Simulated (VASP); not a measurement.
# B (Fmmm) in VASP: further runs, part 2 of 2

VASP 6.6.1.

## 3. Single point, r2SCAN

This run uses another cell than the first one: it holds 2 atoms, not 4.

POSCAR

```
B
1.0
    0.0000000000      1.7088551337      2.6928176077
    1.4784492119      0.0000000000      2.6928176077
    1.4784492119      1.7088551337      0.0000000000
B
2
Direct
    0.1570553156      0.1570553156      0.8429446844
    0.8429446844      0.8429446844      0.1570553156
```

INCAR.step1

```
ALGO = Normal
EDIFF = 1E-4
ENCUT = 520
GGA = PE
ISMEAR = 0
LASPH = T
LCHARG = F
LREAL = F
LWAVE = T
NBANDS = 10
NELM = 80
PREC = Accurate
SIGMA = 0.1
```

INCAR.step2

```
ALGO = Normal
EDIFF = 1E-6
ENCUT = 520
ISIF = 2
ISMEAR = 0
ISTART = 1
LASPH = T
LCHARG = F
LMIXTAU = T
LREAL = F
LWAVE = F
METAGGA = R2SCAN
NBANDS = 10
NELM = 80
PREC = Accurate
SIGMA = 0.1
```

KPOINTS

```
k-points
0
Gamma
  26 26 26
```

Potentials or basis: VASP PAW PBE potentials, release 64 (B).

Run with:

```
> cat potpaw_PBE.64/B/POTCAR > POTCAR
> cp INCAR.step1 INCAR
> mpirun -np 1 vasp_std > vasp.out
> cp INCAR.step2 INCAR
> mpirun -np 1 vasp_std > vasp.out
```

OUTCAR:

```text
EDIFF = 1E-6
   ENCUT = 520
   ISIF = 2
   ISMEAR = 0
   ISTART = 1
   LASPH = T
   LREAL = F
   METAGGA = R2SCAN
   NELM = 80
   PREC = Accurate

 ion  position               nearest neighbor table
   1  0.157  0.157  0.843-   2 1.69   2 1.79   2 1.79   2 1.98   2 1.98
   2  0.843  0.843  0.157-   1 1.69   1 1.79   1 1.79   1 1.98   1 1.98

  LATTYP: Found a face centered orthorhombic cell.
 ALAT       =     2.9568984238
 B/A-ratio  =     1.1558429738
 C/A-ratio  =     1.8213798526

  Lattice vectors:

 A1 = (   0.0000000000,   1.7088551337,   2.6928176077)
 A2 = (   1.4784492119,   0.0000000000,   2.6928176077)
 A3 = (   1.4784492119,   1.7088551337,   0.0000000000)

Analysis of symmetry for initial positions (statically):
=====================================================================
 Subroutine PRICEL returns:
 Original cell was already a primitive cell.

 Routine SETGRP: Setting up the symmetry group for a
 face centered orthorhombic supercell.

 Subroutine GETGRP returns: Found  8 space group operations
 (whereof  8 operations were pure point group operations)
 out of a pool of  8 trial point group operations.
[... 171 lines left out ...]
  band No.  band energies     occupation
      1      -9.9227      2.00000
      2       4.4206      2.00000
      3      11.2945      0.00000
      4      12.5508      0.00000
      5      15.4812      0.00000
      6      19.2483      0.00000
      7      19.4212      0.00000
      8      25.2047      0.00000
      9      25.4292      0.00000
     10      30.1378      0.00000
[... 287 lines left out ...]
 k-point    24 :       0.3846    0.0385   -0.0000
  band No.  band energies     occupation
      1      -6.1478      2.00000
      2       2.0997      2.00000
      3       2.9099      2.00000
      4      13.1612      0.00000
      5      14.9049      0.00000
      6      19.1101      0.00000
      7      20.6399      0.00000
      8      25.4295      0.00000
      9      29.6383      0.00000
     10      30.8792      0.00000

 [... further k-points ...]

------------------------ aborting loop because EDIFF is reached ----------------------------------------

  FORCE on cell =-STRESS in cart. coord.  units (eV):
  Direction    XX          YY          ZZ          XY          YZ          ZX
  --------------------------------------------------------------------------------------
  -------------------------------------------------------------------------------------
  Total       -0.0076323      0.0191436     -0.0000860      0.0000000      0.0000000      0.0000000
  in kB       -0.8987047      2.2541668     -0.0101244      0.0000000      0.0000000      0.0000000
  external PRESSURE =       0.4484459 kB  Pullay stress =       0.0000000 kB

 VOLUME and BASIS-vectors are now :
 -----------------------------------------------------------------------------
  energy-cutoff  :      520.00
  volume of cell :       13.61
      direct lattice vectors                 reciprocal lattice vectors
     0.000000000  1.708855134  2.692817608    -0.338192206  0.292593556  0.185679119
     1.478449212  0.000000000  2.692817608     0.338192206 -0.292593556  0.185679119
     1.478449212  1.708855134  0.000000000     0.338192206  0.292593556 -0.185679119

 POSITION                                       TOTAL-FORCE (eV/Angst)
 -----------------------------------------------------------------------------------
      1.47845      1.70886      0.84584         0.000000      0.000000     -0.002692
      1.47845      1.70886      4.53979         0.000000      0.000000      0.002692
 -----------------------------------------------------------------------------------
    total drift:                                0.000000      0.000000      0.000000

  FREE ENERGIE OF THE ION-ELECTRON SYSTEM (eV)
  ---------------------------------------------------
  free  energy   TOTEN  =       -13.4411442977 eV

  energy  without entropy=      -13.4398696449  energy(sigma->0) =      -13.44050697
```

Run time: 7.8 min. Hardware: 1 thread of Intel Xeon Platinum 8488C (Sapphire Rapids), shared host; peak memory 0.37 GiB.

What came out:

- Free energy: -13.4411 eV
- Pressure: 0.0 GPa
- Band gap on the k mesh: zero (bands 3 and 4 overlap by 7.95 eV)

Forces in eV/Å, atoms in the order of the input:
```
B    0.000  0.000 -0.003
B    0.000  0.000  0.003
```

Levels at points of the mesh, in eV from the Fermi level:
```
           k point  band 1  band 2  band 3  band 4  band 5  band 6
(0.00, 0.00, 0.00)  -17.39   -3.04    3.83    5.09    8.02   11.78
(0.50, 0.00, 0.00)  -10.25   -9.85   -4.11    4.22    8.41   11.06
(0.50, 0.50, 0.00)  -14.28  -11.59    2.76    5.38   14.36   16.10
(0.50, 0.00, 0.50)   -8.00   -4.44   -2.99    0.45    3.54    3.85
(0.00, 0.50, 0.50)   -5.65   -5.13   -2.51   -1.54    0.77    2.04
```

Caveat: the PAW data sets were made with another functional, which shifts forces and pressure a little.
